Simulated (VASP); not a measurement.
Sn, 2 atoms in the cell. It takes space group Fd-3m (No. 227, cubic). The conventional cell has a = 6.467 Å, b = 6.467 Å, c = 6.467 Å, α = 90.00°, β = 90.00°, γ = 90.00°. Sn (site symmetry -43m) has 4 Sn at 2.80 Å within 3.7 Å. 

```yaml
Program: VASP 6.6.1
Task: relaxation of cell and atoms
Functional: PBEsol
Potentials_or_basis: VASP PAW PBE potentials, release 64 (Sn_d)
Cutoff: 600 eV
k_mesh: 7 × 7 × 7
Occupations: fermi-dirac, width 0.05 eV
Spin: no spin polarisation
Dipole_correction: no
Further_INCAR_settings: ALGO = Normal; EDIFF = 1e-07; IBRION = 2; EDIFFG = -0.01; NSW = 80; ISIF = 3
```

Potentials or basis: VASP PAW PBE potentials, release 64 (Sn_d).

The run is started by

```console
$ cat potpaw_PBE.64/Sn_d/POTCAR > POTCAR
$ mpirun -np 1 vasp_std > vasp.out
```

Hardware: 1 thread of Intel Xeon 6975P-C (shared host).

**Question.** How long does it take, and how much memory?

**Answer.** It took 110 s on 1 thread of Intel Xeon 6975P-C (shared host), peak memory 0.25 GiB. Counts: scf iterations 30, k points 20, ion steps 3.
